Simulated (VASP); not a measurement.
A run of VASP 6.6.1 is set up as follows.

INCAR

```
PREC = Accurate
ENCUT = 520
EDIFF = 1E-6
ISMEAR = 0
SIGMA = 0.05
LREAL = F
LASPH = T
NELM = 80
ALGO = Normal
ISIF = 2
LWAVE = F
LCHARG = F
GGA = PS
NBANDS = 18
```

KPOINTS

```
Automatic mesh
0
Gamma
  12 12 6
```

Contents of POSCAR:

```
NiO2
1.0
    2.7839850047      0.0000000000      0.0000000000
   -1.3919925024      2.4110017378      0.0000000000
    0.0000000000      0.0000000000      4.9726140668
Ni O
1 2
Direct
    0.0000000000      0.0000000000      0.5000000000
    0.6666666667      0.3333333333      0.6750910825
    0.3333333333      0.6666666667      0.3249089175
```

Potentials or basis: VASP PAW PBE potentials, release 64 (Ni, O).

Command:

```console
$ cat potpaw_PBE.64/Ni/POTCAR potpaw_PBE.64/O/POTCAR > POTCAR
$ mpirun -np 1 vasp_std > vasp.out
```

Problem. What does it give for the pressure?

Solution. 9.8 GPa.

Problem. Predict the largest force.

Solution. 1.335 eV/Å.

Forces in eV/Å, atoms in the order of the input:
```
Ni   0.000  0.000  0.000
O    0.000  0.000  1.335
O    0.000  0.000 -1.335
```

Caveat: the PAW data sets were made with another functional, which shifts forces and pressure a little. Spin polarisation is off, so any magnetic state and its effect on volume and gap are missing.
